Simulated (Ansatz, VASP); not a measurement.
**Zr4C: VASP beside Ansatz**

INCAR

```
ALGO = Normal
EDIFF = 1E-7
EDIFFG = -0.04
ENCUT = 600
GGA = PE
IBRION = 2
ISIF = 3
ISMEAR = 0
LASPH = True
LCHARG = False
LREAL = False
LWAVE = False
NELM = 100
NSW = 90
PREC = Accurate
SIGMA = 0.1
```

KPOINTS

```
k-points
0
Gamma
  4 4 4
```

POSCAR

```
Zr4C
1.0
    0.0000000000      3.2649283000      3.2649283000
    3.2649283000      0.0000000000      3.2649283000
    3.2649283000      3.2649283000      0.0000000000
Zr C
4 1
Direct
    0.3662690900      0.3662690900      0.3662690900
    0.3662690900      0.3662690900      0.9011927400
    0.3662690900      0.9011927400      0.3662690900
    0.9011927400      0.3662690900      0.3662690900
    0.0000000000      0.0000000000      0.0000000000
```

Input for Ansatz:

```yaml
crystal:
  lattice:
    - [0.0, 3.2649283, 3.2649283]
    - [3.2649283, 0.0, 3.2649283]
    - [3.2649283, 3.2649283, 0.0]
  atoms:
    - { symbol: Zr, position: [0.36626909, 0.36626909, 0.36626909] }
    - { symbol: Zr, position: [0.36626909, 0.36626909, 0.90119274] }
    - { symbol: Zr, position: [0.36626909, 0.90119274, 0.36626909] }
    - { symbol: Zr, position: [0.90119274, 0.36626909, 0.36626909] }
    - { symbol: C, position: [0.0, 0.0, 0.0] }
basis:
  ecutwfc: 420
kpoints:
  mp_grid: { grid: [4, 4, 4] }
hamiltonian:
  xc: pbe
scf:
  occupations: { method: gaussian, width: 0.1 }
  lower_state_search: "off"
output:
  forces: true
  stress: true
  eigenvalues: true
relax:
  adjacent_minimum: "off"
  f_tol: 0.04
  max_steps: 70
  cell: { stress_tol: 0.4 }
```

Alike in both runs: task relaxation of cell and atoms; functional PBE; k mesh 4 × 4 × 4; occupations gaussian, width 0.1 eV; no spin polarisation.

|  | VASP | Ansatz |
| --- | --- | --- |
| version | VASP 6.6.1 | Ansatz 0.2.0 |
| potentials or method | VASP PAW PBE potentials, release 64 (Zr_sv, C), cutoff 600 eV | scalar-relativistic, plane waves, PAW |
| valence electrons in the cell | 52 | 52 |

VASP gave:

- gap on the k mesh at the Fermi level, each at its own relaxed structure (eV): none
- relaxed volume (Å³/atom): 24.23
- relaxed length of the cell vector where the two differ most in proportion (Å): 5.554

Task: What did Ansatz give for the same quantities?

Result: gap on the k mesh at the Fermi level, each at its own relaxed structure (eV): none; relaxed volume (Å³/atom): 24.19; relaxed length of the cell vector where the two differ most in proportion (Å): 5.551.

A gap of «none» marks a metal or a gap that the smearing closes.

The k mesh is coarse, so the values compare programs but aren't converged. Noted on VASP's run: the volume moved by over 15 % at a fixed basis, so the end points are rough.
